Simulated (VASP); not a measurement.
Write the native input for VASP 6.6.1 that does the following.

- Task: single point
- Functional: r2SCAN
- Potentials or basis: VASP PAW PBE potentials, release 64 (Cd, Se)
- Cutoff: 520 eV
- k mesh: 8 × 8 × 8
- Occupations: gaussian, width 0.01 eV
- Spin: no spin polarisation
- Dipole correction: no
- Further INCAR settings: ALGO = Normal; EDIFF = 1e-07; NBANDS = 16

The system is CdSe.

```
Cd Se
1.0
     0.00000    3.06778    3.06778
     3.16472    0.00000    3.06778
     3.16472    3.06778    0.00000
Cd Se
1 1
Direct
  0.00000 0.00000 0.00000
  0.25000 0.25000 0.25000
```

This cell differs from its parent crystal: uniaxial x strain +3.2%.

One way to write it, as run:

POSCAR

```
CdSe
1.0
    0.0000000000      3.0677809647      3.0677809647
    3.1647228432      0.0000000000      3.0677809647
    3.1647228432      3.0677809647      0.0000000000
Cd Se
1 1
Direct
    0.0000000000      0.0000000000      0.0000000000
    0.2500000000      0.2500000000      0.2500000000
```

INCAR.step1

```
SYSTEM = CdSe
  ALGO = Normal
  EDIFF = 1E-4
  ENCUT = 520
  GGA = PE
  ISMEAR = 0
  LASPH = .True.
  LCHARG = .False.
  LREAL = .False.
  LWAVE = .True.
  NBANDS = 16
  NELM = 80
  PREC = Accurate
  SIGMA = 0.01
```

INCAR.step2

```
SYSTEM = CdSe
  ALGO = Normal
  EDIFF = 1E-7
  ENCUT = 520
  ISIF = 2
  ISMEAR = 0
  ISTART = 1
  LASPH = .True.
  LCHARG = .True.
  LELF = .True.
  LMIXTAU = .True.
  LREAL = .False.
  LVHAR = .True.
  LWAVE = .False.
  METAGGA = R2SCAN
  NBANDS = 16
  NELM = 80
  PREC = Accurate
  SIGMA = 0.01
```

KPOINTS

```
k-points
0
Gamma
  8 8 8
  0 0 0
```

Potentials or basis: VASP PAW PBE potentials, release 64 (Cd, Se).

The run is started by

```console
$ cat potpaw_PBE.64/Cd/POTCAR potpaw_PBE.64/Se/POTCAR > POTCAR
$ cp INCAR.step1 INCAR
$ mpirun -np 1 vasp_std > vasp.out
$ cp INCAR.step2 INCAR
$ mpirun -np 1 vasp_std > vasp.out
```

It gave:

* Pressure: -1.4 GPa
* Band gap on the k mesh: 0.92 eV, direct

Caveat: the cell differs from its parent crystal (uniaxial x strain +3.2%); the PAW data sets were made with another functional, which shifts forces and pressure a little.

It took 3.8 min on 1 thread of AMD EPYC 7R43 64-Core Processor (Zen 3), with other jobs on the host, peak memory 0.21 GiB.
